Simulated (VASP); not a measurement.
Set up this calculation in VASP 6.6.1, as the native input.

```
Task                   : single point
Functional             : BLYP
Potentials or basis    : VASP PAW PBE potentials, release 64 (Cu)
Cutoff                 : 520 eV
k mesh                 : 10 × 10 × 14
Occupations            : fermi-dirac, width 0.1 eV
Spin                   : no spin polarisation
Dipole correction      : no
Further INCAR settings : ALGO = Normal; EDIFF = 1e-06; NBANDS = 24
```

The structure of Cu lies in POSCAR:

```
Cu
1.0
    4.0353638031      0.0000000000      0.0000000000
   -2.0176819015      3.4947275670      0.0000000000
    0.0000000000      0.0000000000      2.4228037405
Cu
3
Direct
    1.0000000000      1.0000000000      0.0000000000
    0.3333333333      0.6666666667      0.5000000000
    0.6666666667      0.3333333333      0.5000000000
```

This isn't the form of Cu at room conditions, which is fcc.

One way to write it, as run:

INCAR

```
  PREC = Accurate
  ENCUT = 520
  EDIFF = 1E-6
  ISMEAR = -1
  SIGMA = 0.1
  LREAL = F
  LASPH = T
  NELM = 60
  ALGO = Normal
  ISIF = 2
  LWAVE = F
  LCHARG = F
  GGA = B5
  ALDAX = 1.0
  AGGAX = 1.0
  AGGAC = 1.0
  ALDAC = 0.0
  NBANDS = 24
```

KPOINTS

```
Automatic mesh
0
Gamma
  10 10 14
```

Potentials or basis: VASP PAW PBE potentials, release 64 (Cu).

Command:

```console
$ cat potpaw_PBE.64/Cu/POTCAR > POTCAR
$ mpirun -np 1 vasp_std > vasp.out
```

Results of the run:

```json
{
  "Pressure": "20.1 GPa",
  "Band gap on the k mesh": "zero (an odd number of electrons rules out a gap without spin polarisation)"
}
```

Caveat: the cell stands under pressure; the PAW data sets were made with another functional, which shifts forces and pressure a little.

It took 2.8 min on 1 thread of AMD EPYC 7R13 (shared host), peak memory 0.16 GiB.
